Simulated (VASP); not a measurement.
Runs of VASP 6.6.1 on Nb. The structure is that of space group Fm-3m (No. 225), or close to it. The cells are those of the table. 

| cell | k mesh | gap on the mesh (eV) | pressure (GPa) |
| --- | --- | --- | --- |
| a = 2.942 Å, angles 60.0°, 1 atom | 22 × 22 × 22 | none | 6.9 |
| a = 3.041 Å, angles 60.0°, 1 atom | 15 × 15 × 15 | none | (b) |
| a = 3.041 Å, angles 60.0°, 1 atom | 44 × 44 × 44 | none | -8.8 |
| a = 3.002 Å, angles 60.0°, 1 atom | 22 × 22 × 22 | none | -3.4 |
| a = 3.022 Å, angles 60.0°, 1 atom | 22 × 22 × 22 | none | -6.2 |
| a = 3.002 Å, angles 60.0°, 1 atom | 15 × 15 × 15 | none | (a) |
| a = 3.041 Å, angles 60.0°, 1 atom | 22 × 22 × 22 | none | -8.8 |
| a = 2.963 Å, angles 60.0°, 1 atom | 22 × 22 × 22 | none | 3.2 |
| a = 2.922 Å, angles 60.0°, 1 atom | 22 × 22 × 22 | none | 11.0 |

Alike in all rows: task single point; level PBE; potentials or basis VASP PAW PBE potentials, release 64 (Nb_sv); no spin polarisation; cutoff (eV) 520; smearing fermi-dirac 0.0612256 eV.

**Question.** Fill in the values left out.

**Answer.** (a) -3.5; (b) -8.9.

A k mesh can miss the band edges, and the runs leave out spin-orbit coupling on Nb.

A gap of «none» marks levels without a gap at the run's occupations.
